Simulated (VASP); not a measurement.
# BiTe (P6_3/mmc) in VASP: a series of runs, part 2 of 2

VASP 6.6.1. Earlier steps stand in the parts before.

## 3. Relaxation of cell and atoms, PBE

This run uses another cell than the first one, of 39.04 Å³/atom.

Contents of INCAR:

```
PREC = Accurate
ENCUT = 600
EDIFF = 1E-6
ISMEAR = 0
SIGMA = 0.1
LREAL = F
LASPH = T
NELM = 100
ALGO = Normal
ISIF = 3
LWAVE = F
LCHARG = F
GGA = PE
IBRION = 2
NSW = 90
EDIFFG = -0.04
```

Contents of KPOINTS:

```
regular mesh
0
Gamma
  6 6 2
```

Contents of POSCAR:

```
BiTe
1.0
    4.0771585679      0.0000000000      0.0000000000
   -2.0385792840      3.5309228951      0.0000000000
    0.0000000000      0.0000000000     10.8461895484
Bi Te
2 2
Direct
    0.3333333333      0.6666666667      0.2500000000
    0.6666666667      0.3333333333      0.7500000000
    0.3333333333      0.6666666667      0.7500000000
    0.6666666667      0.3333333333      0.2500000000
```

Potentials or basis: VASP PAW PBE potentials, release 64 (Bi_d, Te).

Command:

```sh
cat potpaw_PBE.64/Bi_d/POTCAR potpaw_PBE.64/Te/POTCAR > POTCAR
mpirun -np 1 vasp_std > vasp.out
```

OUTCAR:

```text
PREC = Accurate
   ENCUT = 600
   EDIFF = 1E-6
   ISMEAR = 0
   LREAL = F
   LASPH = T
   NELM = 100
   ISIF = 3
   GGA = PE
   IBRION = 2
   NSW = 90
   EDIFFG = -0.04

 ion  position               nearest neighbor table
   1  0.333  0.667  0.250-   4 2.35   4 2.35   4 2.35
   2  0.667  0.333  0.750-   3 2.35   3 2.35   3 2.35
   3  0.333  0.667  0.750-   2 2.35   2 2.35   2 2.35
   4  0.667  0.333  0.250-   1 2.35   1 2.35   1 2.35

  LATTYP: Found a hexagonal cell.
 ALAT       =     4.0771585679
 C/A-ratio  =     2.6602324555

  Lattice vectors:

 A1 = (   4.0771585679,   0.0000000000,   0.0000000000)
 A2 = (  -2.0385792840,   3.5309228951,   0.0000000000)
 A3 = (   0.0000000000,   0.0000000000,  10.8461895484)

Analysis of symmetry for initial positions (statically):
=====================================================================
 Subroutine PRICEL returns:
 Original cell was already a primitive cell.

 Routine SETGRP: Setting up the symmetry group for a
 hexagonal supercell.

 Subroutine GETGRP returns: Found 24 space group operations
 (whereof 12 operations were pure point group operations)
 out of a pool of 24 trial point group operations.

The static configuration has the point symmetry D_3d.
 The point group associated with its full space group is D_6h.

Analysis of symmetry for dynamics (positions and initial velocities):
=====================================================================
 Subroutine PRICEL returns:
 Original cell was already a primitive cell.

 Routine SETGRP: Setting up the symmetry group for a
 hexagonal supercell.

 Subroutine GETGRP returns: Found 24 space group operations
 (whereof 12 operations were pure point group operations)
 out of a pool of 24 trial point group operations.

The dynamic configuration has the point symmetry D_3d.
 The point group associated with its full space group is D_6h.

 Subroutine INISYM returns: Found 24 space group operations
 (whereof 12 operations are pure point group operations),
 and found     1 'primitive' translations

----------------------------------------------------------------------------------------

                                     Primitive cell

  volume of cell :     156.1432

  direct lattice vectors                    reciprocal lattice vectors
     4.077158568  0.000000000  0.000000000     0.245268852  0.141606038  0.000000000
    -2.038579284  3.530922895  0.000000000     0.000000000  0.283212075  0.000000000
     0.000000000  0.000000000 10.846189548     0.000000000  0.000000000  0.092198278

  length of vectors
     4.077158568  4.077158568 10.846189548     0.283212075  0.283212075  0.092198278

  position of ions in fractional coordinates (direct lattice)
     0.333333333  0.666666667  0.250000000
     0.666666667  0.333333333  0.750000000
     0.333333333  0.666666667  0.750000000
     0.666666667  0.333333333  0.250000000

  ion indices of the primitive-cell ions
   primitive index   ion index
                 1           1
                 2           2
                 3           3
                 4           4

----------------------------------------------------------------------------------------

 KPOINTS: regular mesh

Automatic generation of k-mesh.
 Grid dimensions read from file:
 generate k-points for:    6    6    2

 Generating k-lattice:

  Cartesian coordinates                     Fractional coordinates (reciprocal lattice)
     0.040878142  0.023601006  0.000000000     0.166666667  0.000000000  0.000000000
     0.000000000  0.047202013  0.000000000     0.000000000  0.166666667  0.000000000
     0.000000000  0.000000000  0.046099139     0.000000000  0.000000000  0.500000000

  Length of vectors
     0.047202013  0.047202013  0.046099139

  Shift w.r.t. Gamma in fractional coordinates (k-lattice)
     0.000000000  0.000000000  0.000000000

 Subroutine IBZKPT returns following result:
 ===========================================

 Found     14 irreducible k-points:

 Following reciprocal coordinates:
            Coordinates               Weight
  0.000000  0.000000  0.000000      1.000000
  0.166667  0.000000  0.000000      6.000000
  0.333333  0.000000  0.000000      6.000000
  0.500000  0.000000  0.000000      3.000000
  0.166667  0.166667  0.000000      6.000000
  0.333333  0.166667  0.000000     12.000000
  0.333333  0.333333  0.000000      2.000000
  0.000000  0.000000  0.500000      1.000000
  0.166667  0.000000  0.500000      6.000000
  0.333333  0.000000  0.500000      6.000000
  0.500000  0.000000  0.500000      3.000000
  0.166667  0.166667  0.500000      6.000000
  0.333333  0.166667  0.500000     12.000000
  0.333333  0.333333  0.500000      2.000000
   k-points           NKPTS =     14   k-points in BZ     NKDIM =     14   number of bands    NBANDS=     25
   number of dos      NEDOS =    301   number of ions     NIONS =      4
   total plane-waves  NPLWV = 116640
   dimension x,y,z NGX =    36 NGY =   36 NGZ =   90
   dimension x,y,z NGXF=    72 NGYF=   72 NGZF=  180
   ions per type =               2   2
   NGX,Y,Z   is equivalent  to a cutoff of  14.68, 14.68, 13.79 a.u.
   NGXF,Y,Z  is equivalent  to a cutoff of  29.36, 29.36, 27.59 a.u.
 SYSTEM =  unknown system
   PREC   = accura    normal or accurate (medium, high low for compatibility)
   ISTART =      0    job   : 0-new  1-cont  2-samecut
   ICHARG =      2    charge: 1-file 2-atom 10-const
   ISPIN  =      1    spin polarized calculation?
   LNONCOLLINEAR =      F non collinear calculations
   LSORBIT =      F    spin-orbit coupling
   LASPH  =      T    aspherical Exc in radial PAW
   ENCUT  =  600.0 eV  44.10 Ry    6.64 a.u.   8.14  8.14 21.66*2*pi/ulx,y,z
   NELM   =    100;   NELMIN=  2; NELMDL= -5     # of ELM steps
   EDIFF  = 0.1E-05   stopping-criterion for ELM
   LREAL  =      F    real-space projection
   EDIFFG = -.4E-01   stopping-criterion for IOM
   NSW    =     90    number of steps for IOM
   IBRION =      2    ionic relax: 0-MD 1-quasi-New 2-CG
   NFREE  =      1    steps in history (QN), initial steepest desc. (CG)
   ISIF   =      3    stress and relaxation
   ISYM   =      2    0-nonsym 1-usesym 2-fastsym
   POTIM  = 0.5000    time-step for ionic-motion
   TEBEG  =    0.0;   TEEND  =   0.0 temperature during run
   PSTRESS=    0.0 pullay stress
   NELECT =      42.0000    total number of electrons
   NUPDOWN=      -1.0000    fix difference up-down
   EMIN   =  10.00;   EMAX   =-10.00  energy-range for DOS
   EFERMI =   0.00;   METHOD = LEGACY
   ISMEAR =     0;   SIGMA  =   0.10  broadening in eV -4-tet -1-fermi 0-gaus
   EFERMI_NEDOS =   21; number of points for ismear=-14 and -15
   IALGO  =     38    algorithm
   IMIX   =      4    mixing-type and parameters
     AMIX     =   0.40;   BMIX     =  1.00
     AMIX_MAG =   1.60;   BMIX_MAG =  1.00
  volume/ion in A,a.u.               =      39.04       263.43
  Fermi-wavevector in a.u.,A,eV,Ry     =   1.056778  1.997020 15.194698  1.116779
  Thomas-Fermi vector in A             =   2.192026
   LORBIT       =      0    0 simple, 1 ext, 2 COOP (PROOUT), +10 PAW based schemes
   GGA     = PE    functional components
   LHFCALC =     F    Hartree Fock is set to
   AEXX    =    0.0000 exact exchange contribution
   IVDW    =     0    specifies the selected vdW correction
   LEPSILON=     F    determine dielectric tensor
   LRPA    =     F    only Hartree local field effects (RPA)
 conjugate gradient relaxation of ions
 non-spin polarized calculation
 Gauss-broadening in eV      SIGMA  =   0.10
  energy-cutoff  :      600.00
  volume of cell :      156.14
 maximum number of plane-waves:      5228
 NGX is ok and might be reduce to    36
   NGX = 17   NGY = 17   NGZ = 43

--------------------------------------- Ionic step        1  -------------------------------------------

 number of electron      42.0000004 magnetization

 Free energy of the ion-electron system (eV)
  ---------------------------------------------------
  ext. energy  EPLUGINS =         0.00000000
  ---------------------------------------------------
  free energy    TOTEN  =         2.18954929 eV

  energy without entropy =        2.19933485  energy(sigma->0) =        2.19444207

------------------------ aborting loop because EDIFF is reached ----------------------------------------

  FORCE on cell =-STRESS in cart. coord.  units (eV):
  Direction    XX          YY          ZZ          XY          YZ          ZX
  --------------------------------------------------------------------------------------
  -------------------------------------------------------------------------------------
  Total       81.1099761     81.1099761     -0.3301040     -0.0000000     -0.0000000      0.0000000
  in kB      832.2653807    832.2653807     -3.3871801     -0.0000000     -0.0000000      0.0000000
  external PRESSURE =     553.7145271 kB  Pullay stress =       0.0000000 kB
[... 1295 lines left out ...]
     24       6.8529      1.71352
     25      10.3333      0.00000

[... ionic steps 4 to 25 ...]

--------------------------------------- Ionic step       26  -------------------------------------------

 number of electron      42.0000018 magnetization

------------------------ aborting loop because EDIFF is reached ----------------------------------------
[... 71 lines left out ...]
--------------------------------------- Ionic step       28  -------------------------------------------

 number of electron      41.9999990 magnetization

 Free energy of the ion-electron system (eV)
  ---------------------------------------------------
  ext. energy  EPLUGINS =         0.00000000
  ---------------------------------------------------
  free energy    TOTEN  =       -13.72259983 eV

  energy without entropy =      -13.71248078  energy(sigma->0) =      -13.71754031

 E-fermi :   4.6765     XC(G=0):  -8.1788

 val. band max:        4.6066155057   @ k =   0.1667   0.1667   0.5000
 cond. band min:       4.6892503316   @ k =   0.3333   0.3333   0.5000
 fundamental gap:      0.0826348259
 Fermi energy:         4.6764679297
[... 421 lines left out ...]
  FREE ENERGIE OF THE ION-ELECTRON SYSTEM (eV)
  ---------------------------------------------------
  free  energy   TOTEN  =       -13.7225998274 eV

  energy  without entropy=      -13.7124807834  energy(sigma->0) =      -13.71754031

 reached required accuracy - stopping structural energy minimisation
```

CONTCAR:

```text
BiTe
   1.00000000000000
     5.3395303060327981   -0.0000000000191662   -0.0000000000000000
    -2.6697651530984778    4.6241688893922248   -0.0000000000000000
     0.0000000000000000   -0.0000000000000000    6.8674057265090998
  Bi              Te
     2     2
Direct
     0.3333333332999970    0.6666666667000030    0.2500000000000000
     0.6666666667000030    0.3333333332999970    0.7500000000000000
     0.3333333332999970    0.6666666667000030    0.7500000000000000
     0.6666666667000030    0.3333333332999970    0.2500000000000000

  0.00000000E+00  0.00000000E+00  0.00000000E+00
  0.00000000E+00  0.00000000E+00  0.00000000E+00
  0.00000000E+00  0.00000000E+00  0.00000000E+00
  0.00000000E+00  0.00000000E+00  0.00000000E+00
```

It took 43 min on 1 thread of Intel Xeon 8259CL, shared host; peak memory 0.4 GiB.

What came out:

- Free energy: -13.7226 eV
- Relaxed volume: 42.39 Å³/atom
- Relaxed cell: a = 5.340 Å, b = 5.340 Å, c = 6.867 Å, α = 90.00°, β = 90.00°, γ = 120.00°
- Space group after relaxing (to 0.1 Å): P6_3/mmc (No. 194)
- Pressure after relaxing: 0.1 GPa
- Band gap on the k mesh: zero (bands 21 and 22 overlap by 1.75 eV)

Final structure:
```
CELL_PARAMETERS angstrom
5.33953 0.00000 0.00000
-2.66977 4.62417 0.00000
0.00000 0.00000 6.86741
ATOMIC_POSITIONS crystal
Bi 0.33333 0.66667 0.25000
Bi 0.66667 0.33333 0.75000
Te 0.33333 0.66667 0.75000
Te 0.66667 0.33333 0.25000
```

Caveat: a cell axis changed by over 15 % at a fixed basis, so the end point is rough; spin-orbit coupling is left out, which moves the levels of the heavy elements.
